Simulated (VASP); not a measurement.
Here is a VASP 6.6.1 calculation.

Contents of INCAR:

```
PREC     = Accurate       # precision mode
ENCUT    = 600            # plane-wave cutoff, eV
EDIFF    = 1E-7           # SCF threshold, eV
ISMEAR   = 0              # smearing method
SIGMA    = 0.1            # smearing width, eV
LREAL    = F              # projectors in reciprocal space
LASPH    = T              # aspherical terms in the spheres
NELM     = 80             # most SCF steps
ALGO     = Normal         # electronic algorithm
ISIF     = 3              # what is computed and relaxed
LWAVE    = F              # write WAVECAR
LCHARG   = F              # write CHGCAR
GGA      = PE             # functional
IBRION   = 2              # ionic algorithm
NSW      = 90             # ionic steps
EDIFFG   = -0.04          # ionic threshold
```

The input KPOINTS:

```
regular mesh
0
Gamma
  6 6 4
```

The input POSCAR:

```
Ga2Cl3
1.0
    4.3425317317      0.0000000000      0.0000000000
   -2.1712658658      3.7607427963      0.0000000000
    0.0000000000      0.0000000000      6.7562739886
Ga Cl
2 3
Direct
    0.3333333333      0.6666666667      0.2450000000
    0.6666666667      0.3333333333      0.7550000000
    0.0000000000      0.0000000000      0.0000000000
    0.3333333333      0.6666666667      0.6450000000
    0.6666666667      0.3333333333      0.3550000000
```

Potentials or basis: VASP PAW PBE potentials, release 64 (Ga_d, Cl).

Run with:

```sh
$ cat potpaw_PBE.64/Ga_d/POTCAR potpaw_PBE.64/Cl/POTCAR > POTCAR
$ mpirun -np 1 vasp_std > vasp.out
```

(1) Predict the band gap on the k mesh.

(2) Predict the space group after relaxing (to 0.1 Å).

Results:

(1) zero (an odd number of electrons rules out a gap without spin polarisation).

(2) P-3m1 (No. 164).

Caveat: an odd number of electrons without spin polarisation forces a metal; a magnetic or distorted state may lie lower.
